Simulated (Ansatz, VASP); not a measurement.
# SiC in VASP and in Ansatz

Contents of INCAR:

```
SYSTEM = SiC
PREC = Accurate ; ENCUT = 520
EDIFF = 1E-7 ; ISMEAR = -1
SIGMA = 0.05 ; LREAL = .FALSE.
LASPH = .TRUE. ; NELM = 60
ALGO = Normal ; ISIF = 2
LWAVE = .FALSE. ; LCHARG = .FALSE.
GGA = CA ; NBANDS = 11
```

File KPOINTS:

```
Automatic mesh
0
G
  15 15 15
  0 0 0
```

Contents of POSCAR:

```
SiC
1.0
    0.0000000000      1.7958021830      1.7958021830
    1.7958021830      0.0000000000      1.7958021830
    1.7958021830      1.7958021830      0.0000000000
Si C
1 1
Direct
    0.0000000000      0.0000000000      0.0000000000
    0.5000000000      0.5000000000      0.5000000000
```

Input for Ansatz:

```yaml
crystal:
  lattice:
    - [0.0, 1.795802183, 1.795802183]
    - [1.795802183, 0.0, 1.795802183]
    - [1.795802183, 1.795802183, 0.0]
  atoms:
    - { symbol: Si, position: [0.0, 0.0, 0.0] }
    - { symbol: C, position: [0.5, 0.5, 0.5] }
kpoints:
  mp_grid: { grid: [15, 15, 15] }
scf:
  occupations: { method: fermi_dirac, width: 0.05 }
hamiltonian:
  xc: lda
  pseudopotentials: { kind: paw }
output:
  forces: true
  stress: true
  eigenvalues: true
  populations: true
```

Change from the starting cell: volume scaled by 0.72, PAW files.

Alike in both runs: task single point; functional LDA; k mesh 15 × 15 × 15; occupations fermi-dirac, width 0.05 eV; no spin polarisation.

```csv
,VASP,Ansatz
version,VASP 6.6.1,Ansatz 0.2.0
potentials or method,"VASP PAW LDA potentials, release 64 (Si, C)","PAW with Ansatz's default frozen-core files, scalar-relativistic"
plane-wave cutoff (eV),520,420
valence electrons in the cell,8,8
```

VASP gave:

```
pressure (GPa) : 178.8
```

Problem. What did Ansatz give for the same quantities?

Solution. Pressure (GPa): 177.5.

LDA's correlation is that of Perdew and Zunger in VASP and of Perdew and Wang (1992) in Ansatz. Both programs put the cell under a high pressure, so it lies far from rest at this level.

Noted on VASP's run: the cell as given lies far from equilibrium.
